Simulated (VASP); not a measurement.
# BN (F-43m) in VASP: further runs

Runs on BN. Level: PBE. Tasks: single point.

Everything below comes from runs of VASP 6.6.1. Logs are shortened: lines on timing, memory, paths and dates and some standing lists are left out, and cuts for length are marked.

**1. The cell of the first run**

Symmetry: F-43m, No. 216, cubic system. The conventional cell has a = 3.552 Å, b = 3.552 Å, c = 3.552 Å, α = 90.00°, β = 90.00°, γ = 90.00°. N (site symmetry -43m) has 4 B at 1.54 Å within 2.0 Å. B (site symmetry -43m) has 4 N at 1.54 Å within 2.0 Å.

**2. Single point, PBE**

Contents of INCAR:

```
PREC = Accurate
ENCUT = 520
EDIFF = 1E-6
ISMEAR = -1
SIGMA = 0.02
LREAL = F
LASPH = T
NELM = 60
ALGO = Normal
ISIF = 2
LWAVE = F
LCHARG = T
GGA = PE
LELF = T
LVHAR = T
NBANDS = 11
```

Contents of KPOINTS:

```
regular mesh
0
Gamma
  20 20 20
```

Contents of POSCAR:

```
BN
1.0
    0.0000000000      1.7759905947      1.7759905947
    1.7759905947      0.0000000000      1.7759905947
    1.7759905947      1.7759905947      0.0000000000
N B
1 1
Direct
    0.2500000000      0.2500000000      0.2500000000
    0.0000000000      0.0000000000      0.0000000000
```

Potentials or basis: VASP PAW PBE potentials, release 64 (N, B).

On the command line:

```bash
$ cat potpaw_PBE.64/N/POTCAR potpaw_PBE.64/B/POTCAR > POTCAR
$ mpirun -np 1 vasp_std > vasp.out
```

OUTCAR:

```text
PREC = Accurate
   ENCUT = 520
   EDIFF = 1E-6
   ISMEAR = -1
   LREAL = F
   LASPH = T
   NELM = 60
   ISIF = 2
   GGA = PE

 ion  position               nearest neighbor table
   1  0.250  0.250  0.250-   2 1.54   2 1.54   2 1.54   2 1.54
   2  0.000  0.000  0.000-   1 1.54   1 1.54   1 1.54   1 1.54

  LATTYP: Found a face centered cubic cell.
 ALAT       =     3.5519811894

  Lattice vectors:

 A1 = (   0.0000000000,   1.7759905947,   1.7759905947)
 A2 = (   1.7759905947,   0.0000000000,   1.7759905947)
 A3 = (   1.7759905947,   1.7759905947,   0.0000000000)

Analysis of symmetry for initial positions (statically):
=====================================================================
 Subroutine PRICEL returns:
 Original cell was already a primitive cell.

 Routine SETGRP: Setting up the symmetry group for a
 face centered cubic supercell.

 Subroutine GETGRP returns: Found 24 space group operations
 (whereof 24 operations were pure point group operations)
 out of a pool of 48 trial point group operations.

The static configuration has the point symmetry T_d .

Analysis of symmetry for dynamics (positions and initial velocities):
=====================================================================
 Subroutine PRICEL returns:
 Original cell was already a primitive cell.

 Routine SETGRP: Setting up the symmetry group for a
 face centered cubic supercell.

 Subroutine GETGRP returns: Found 24 space group operations
 (whereof 24 operations were pure point group operations)
 out of a pool of 48 trial point group operations.

The dynamic configuration has the point symmetry T_d .

 Subroutine INISYM returns: Found 24 space group operations
 (whereof 24 operations are pure point group operations),
 and found     1 'primitive' translations

----------------------------------------------------------------------------------------

                                     Primitive cell

  volume of cell :      11.2035

  direct lattice vectors                    reciprocal lattice vectors
     0.000000000  1.775990595  1.775990595    -0.281533022  0.281533022  0.281533022
     1.775990595  0.000000000  1.775990595     0.281533022 -0.281533022  0.281533022
     1.775990595  1.775990595  0.000000000     0.281533022  0.281533022 -0.281533022

  length of vectors
     2.511629986  2.511629986  2.511629986     0.487629499  0.487629499  0.487629499

  position of ions in fractional coordinates (direct lattice)
[... 75 lines left out ...]
   LSORBIT =      F    spin-orbit coupling
   LASPH  =      T    aspherical Exc in radial PAW
   ENCUT  =  520.0 eV  38.22 Ry    6.18 a.u.   4.67  4.67  4.67*2*pi/ulx,y,z
   NELM   =     60;   NELMIN=  2; NELMDL= -5     # of ELM steps
   EDIFF  = 0.1E-05   stopping-criterion for ELM
   LREAL  =      F    real-space projection
   EDIFFG = 0.1E-04   stopping-criterion for IOM
   NSW    =      0    number of steps for IOM
   IBRION =     -1    ionic relax: 0-MD 1-quasi-New 2-CG
   NFREE  =      0    steps in history (QN), initial steepest desc. (CG)
   ISIF   =      2    stress and relaxation
   ISYM   =      2    0-nonsym 1-usesym 2-fastsym
   POTIM  = 0.5000    time-step for ionic-motion
   TEBEG  =    0.0;   TEEND  =   0.0 temperature during run
   PSTRESS=    0.0 pullay stress
   NELECT =       8.0000    total number of electrons
   NUPDOWN=      -1.0000    fix difference up-down
   EMIN   =  10.00;   EMAX   =-10.00  energy-range for DOS
   EFERMI =   0.00;   METHOD = LEGACY
   ISMEAR =    -1;   SIGMA  =   0.02  broadening in eV -4-tet -1-fermi 0-gaus
   EFERMI_NEDOS =   21; number of points for ismear=-14 and -15
   IALGO  =     38    algorithm
   IMIX   =      4    mixing-type and parameters
     AMIX     =   0.40;   BMIX     =  1.00
     AMIX_MAG =   1.60;   BMIX_MAG =  1.00
  volume/ion in A,a.u.               =       5.60        37.80
  Fermi-wavevector in a.u.,A,eV,Ry     =   1.463258  2.765156 29.131750  2.141123
  Thomas-Fermi vector in A             =   2.579374
   LORBIT       =      0    0 simple, 1 ext, 2 COOP (PROOUT), +10 PAW based schemes
   GGA     = PE    functional components
[... 5 lines left out ...]
 non-spin polarized calculation
  energy-cutoff  :      520.00
  volume of cell :       11.20
 maximum number of plane-waves:       315
   NGX =  9   NGY =  9   NGZ =  9

 number of electron       7.9999998 magnetization

 Free energy of the ion-electron system (eV)
  ---------------------------------------------------
  ext. energy  EPLUGINS =         0.00000000
  ---------------------------------------------------
  free energy    TOTEN  =       -17.39557247 eV

  energy without entropy =      -17.39557247  energy(sigma->0) =      -17.39557247

 E-fermi :   8.4744     XC(G=0): -13.0845

 val. band max:        8.0668494141   @ k =   0.0000   0.0000   0.0000
 cond. band min:      12.5801393729   @ k =   0.5000   0.5000   0.0000
 fundamental gap:      4.5132899587
 Fermi energy:         8.4743508565

 k-point     1 :       0.0000    0.0000    0.0000
  band No.  band energies     occupation
      1     -12.7765      2.00000
      2       8.0668      2.00000
      3       8.0668      2.00000
      4       8.0668      2.00000
      5      17.1388      0.00000
      6      17.1388      0.00000
      7      17.1388      0.00000
      8      19.2883      0.00000
      9      33.8256      0.00000
     10      36.4871      0.00000
     11      36.4871      0.00000
[... 309 lines left out ...]
 k-point    24 :      -0.3500    0.0500    0.0000
  band No.  band energies     occupation
      1      -9.5848      2.00000
      2      -0.9816      2.00000
      3       5.8529      2.00000
      4       6.4002      2.00000
      5      18.8761      0.00000
      6      19.0265      0.00000
      7      19.1851      0.00000
      8      23.4817      0.00000
      9      31.7850      0.00000
     10      32.6927      0.00000
     11      35.0717      0.00000

 [... further k-points ...]
[... 5 lines left out ...]
  --------------------------------------------------------------------------------------
  -------------------------------------------------------------------------------------
  Total        1.7963037      1.7963037      1.7963037     -0.0000000      0.0000000      0.0000000
  in kB      256.8847780    256.8847780    256.8847780     -0.0000000      0.0000000      0.0000000
  external PRESSURE =     256.8847780 kB  Pullay stress =       0.0000000 kB

 VOLUME and BASIS-vectors are now :
 -----------------------------------------------------------------------------
  energy-cutoff  :      520.00
  volume of cell :       11.20
      direct lattice vectors                 reciprocal lattice vectors
     0.000000000  1.775990595  1.775990595    -0.281533022  0.281533022  0.281533022
     1.775990595  0.000000000  1.775990595     0.281533022 -0.281533022  0.281533022
     1.775990595  1.775990595  0.000000000     0.281533022  0.281533022 -0.281533022

 POSITION                                       TOTAL-FORCE (eV/Angst)
 -----------------------------------------------------------------------------------
      0.88800      0.88800      0.88800        -0.000000     -0.000000     -0.000000
      0.00000      0.00000      0.00000         0.000000      0.000000      0.000000
 -----------------------------------------------------------------------------------
    total drift:                                0.000000      0.000000      0.000000

  FREE ENERGIE OF THE ION-ELECTRON SYSTEM (eV)
  ---------------------------------------------------
  free  energy   TOTEN  =       -17.3955724659 eV

  energy  without entropy=      -17.3955724659  energy(sigma->0) =      -17.39557247
```

stdout:

```text
POSCAR found type information on POSCAR N B
 POSCAR found :  2 types and       2 ions
 scaLAPACK will be used
 LDA part: xc-table for (Slater+PW92), standard interpolation
 POSCAR, INCAR and KPOINTS ok, starting setup
 FFT: planning ... GRIDC
 FFT: planning ... GRID_SOFT
 FFT: planning ... GRID
 WAVECAR not read
 entering main loop
```

Wall time 20 s (1 thread of Intel Xeon Platinum 8559C (Emerald Rapids), shared host); peak memory 0.14 GiB.

Results:

```
Free energy            : -17.3956 eV
Pressure               : 25.7 GPa
Band gap on the k mesh : 4.51 eV, indirect (least direct gap 9.07 eV)
```

**3. Single point, PBE**

This run uses another cell than the first one, of 5.78 Å³/atom, 1.032 times its volume.

Contents of INCAR:

```
SYSTEM = BN
  ALGO = Normal
  EDIFF = 1E-6
  ENCUT = 520
  GGA = PE
  ISIF = 2
  ISMEAR = -1
  LASPH = .True.
  LCHARG = .False.
  LREAL = .False.
  LWAVE = .False.
  NBANDS = 11
  NELM = 60
  PREC = Accurate
  SIGMA = 0.02
```

Contents of KPOINTS:

```
k-points
0
Gamma
  20 20 20
  0 0 0
```

Contents of POSCAR:

```
BN
1.0
    0.0000000000      1.7946866064      1.7946866064
    1.7946866064      0.0000000000      1.7946866064
    1.7946866064      1.7946866064      0.0000000000
N B
1 1
Direct
    0.2500000000      0.2500000000      0.2500000000
    0.0000000000      0.0000000000      0.0000000000
```

Potentials or basis: VASP PAW PBE potentials, release 64 (N, B).

On the command line:

```bash
$ cat potpaw_PBE.64/N/POTCAR potpaw_PBE.64/B/POTCAR > POTCAR
$ mpirun -np 1 vasp_std > vasp.out
```

Wall time 21 s (1 thread of Intel Xeon Platinum 8559C (Emerald Rapids), shared host); peak memory 0.14 GiB.

The run converged. Its results:

```yaml
Free_energy: -17.4377 eV
Pressure: 11.9 GPa
Band_gap_on_the_k_mesh: 4.48 eV, indirect (least direct gap 8.92 eV)
```

Levels at points of the mesh, in eV from the valence-band top:
| k point | band 2 | band 3 | band 4 | band 5 | band 6 | band 7 |
| --- | --- | --- | --- | --- | --- | --- |
| (0.00, 0.00, 0.00) | 0.00 | 0.00 | 0.00 | 8.92 | 8.92 | 8.92 |
| (0.50, 0.00, 0.00) | -10.89 | -1.98 | -1.98 | 10.43 | 10.82 | 10.82 |
| (0.50, 0.50, 0.00) | -9.06 | -5.01 | -5.01 | 4.48 | 9.35 | 18.25 |

**4. Single point, PBE**

This run uses another cell than the first one, of 5.96 Å³/atom, 1.064 times its volume.

Contents of INCAR:

```
SYSTEM = BN
PREC = Accurate ; ENCUT = 520
EDIFF = 1E-7 ; ISMEAR = -1
SIGMA = 0.02 ; LREAL = .False.
LASPH = .True. ; NELM = 60
ALGO = Normal ; ISIF = 2
LWAVE = .False. ; LCHARG = .False.
GGA = PE ; NBANDS = 11
```

Contents of KPOINTS:

```
Automatic mesh
0
Gamma
  20 20 20
  0 0 0
```

Contents of POSCAR:

```
BN
1.0
    0.0000000000      1.8130010000      1.8130010000
    1.8130010000      0.0000000000      1.8130010000
    1.8130010000      1.8130010000      0.0000000000
N B
1 1
Direct
    0.2500000000      0.2500000000      0.2500000000
    0.0000000000      0.0000000000      0.0000000000
```

Potentials or basis: VASP PAW PBE potentials, release 64 (N, B).

On the command line:

```bash
$ cat potpaw_PBE.64/N/POTCAR potpaw_PBE.64/B/POTCAR > POTCAR
$ mpirun -np 1 vasp_std > vasp.out
```

OUTCAR:

```text
SYSTEM = BN
   PREC = Accurate
   ENCUT = 520
   EDIFF = 1E-7
   ISMEAR = -1
   LREAL = .False.
   LASPH = .True.
   NELM = 60
   ISIF = 2
   GGA = PE

 ion  position               nearest neighbor table
   1  0.250  0.250  0.250-   2 1.57   2 1.57   2 1.57   2 1.57
   2  0.000  0.000  0.000-   1 1.57   1 1.57   1 1.57   1 1.57

  LATTYP: Found a face centered cubic cell.
 ALAT       =     3.6260020000

  Lattice vectors:

 A1 = (   0.0000000000,   1.8130010000,   1.8130010000)
[... 512 lines left out ...]
      6      17.8881      0.00000
      7      18.0371      0.00000
      8      21.9863      0.00000
      9      30.1591      0.00000
     10      31.2349      0.00000
     11      33.3764      0.00000

 [... further k-points ...]
[... 5 lines left out ...]
  --------------------------------------------------------------------------------------
  -------------------------------------------------------------------------------------
  Total       -0.0125329     -0.0125329     -0.0125329     -0.0000000     -0.0000000     -0.0000000
  in kB       -1.6847539     -1.6847539     -1.6847539     -0.0000000     -0.0000000     -0.0000000
  external PRESSURE =      -1.6847539 kB  Pullay stress =       0.0000000 kB

 VOLUME and BASIS-vectors are now :
 -----------------------------------------------------------------------------
  energy-cutoff  :      520.00
  volume of cell :       11.92
      direct lattice vectors                 reciprocal lattice vectors
     0.000000000  1.813001000  1.813001000    -0.275785838  0.275785838  0.275785838
     1.813001000  0.000000000  1.813001000     0.275785838 -0.275785838  0.275785838
     1.813001000  1.813001000  0.000000000     0.275785838  0.275785838 -0.275785838

 POSITION                                       TOTAL-FORCE (eV/Angst)
 -----------------------------------------------------------------------------------
      0.90650      0.90650      0.90650        -0.000000     -0.000000     -0.000000
      0.00000      0.00000      0.00000         0.000000      0.000000      0.000000
 -----------------------------------------------------------------------------------
    total drift:                                0.000000      0.000000      0.000000

  FREE ENERGIE OF THE ION-ELECTRON SYSTEM (eV)
  ---------------------------------------------------
  free  energy   TOTEN  =       -17.4510298565 eV

  energy  without entropy=      -17.4510298565  energy(sigma->0) =      -17.45102986
```

OSZICAR:

```text
N       E                     dE             d eps       ncg     rms          rms(c)
DAV:   1     0.100041608617E+02    0.10004E+02   -0.50076E+03  5843   0.722E+02
DAV:   2    -0.179029435751E+02   -0.27907E+02   -0.27147E+02  6724   0.164E+02
DAV:   3    -0.184015382074E+02   -0.49859E+00   -0.49794E+00  6687   0.187E+01
DAV:   4    -0.184021107343E+02   -0.57253E-03   -0.57252E-03  6004   0.713E-01
DAV:   5    -0.184021112593E+02   -0.52498E-06   -0.52499E-06  6466   0.212E-02    0.665E+00
DAV:   6    -0.175339086078E+02    0.86820E+00   -0.29500E+00  5956   0.987E+00    0.324E+00
DAV:   7    -0.174648067943E+02    0.69102E-01   -0.10004E-01  6340   0.262E+00    0.191E+00
DAV:   8    -0.174507660742E+02    0.14041E-01   -0.35166E-02  6290   0.136E+00    0.188E-01
DAV:   9    -0.174509358906E+02   -0.16982E-03   -0.98206E-04  5926   0.258E-01    0.828E-02
DAV:  10    -0.174510244736E+02   -0.88583E-04   -0.12358E-04  6233   0.949E-02    0.150E-02
DAV:  11    -0.174510298361E+02   -0.53624E-05   -0.95214E-06  6434   0.252E-02    0.106E-02
DAV:  12    -0.174510298617E+02   -0.25654E-07   -0.16386E-06  6283   0.871E-03    0.627E-04
DAV:  13    -0.174510298565E+02    0.51817E-08   -0.23000E-08  3029   0.149E-03
   1 F= -.17451030E+02 E0= -.17451030E+02  d E =-.124454E-11
```

Wall time 23 s (1 thread of Intel Xeon Platinum 8559C (Emerald Rapids), shared host); peak memory 0.14 GiB.

Results:

```yaml
Free_energy: -17.4510 eV
Pressure: -0.2 GPa
Band_gap_on_the_k_mesh: 4.45 eV, indirect (least direct gap 8.78 eV)
```

A k mesh can miss the band edges.

**5. Summary**

| cell | gap on the mesh (eV) | pressure (GPa) |
| --- | --- | --- |
| a = 2.512 Å, angles 60.0°, 2 atoms | 4.51 | 25.7 |
| a = 2.538 Å, angles 60.0°, 2 atoms | 4.48 | 11.9 |
| a = 2.564 Å, angles 60.0°, 2 atoms | 4.45 | -0.2 |

Alike in all rows: task single point; level PBE; potentials or basis VASP PAW PBE potentials, release 64 (N, B); no spin polarisation; k mesh 20 × 20 × 20; cutoff (eV) 520; smearing fermi-dirac 0.02 eV.

Absolute energies hang on the potentials; compare differences alone.
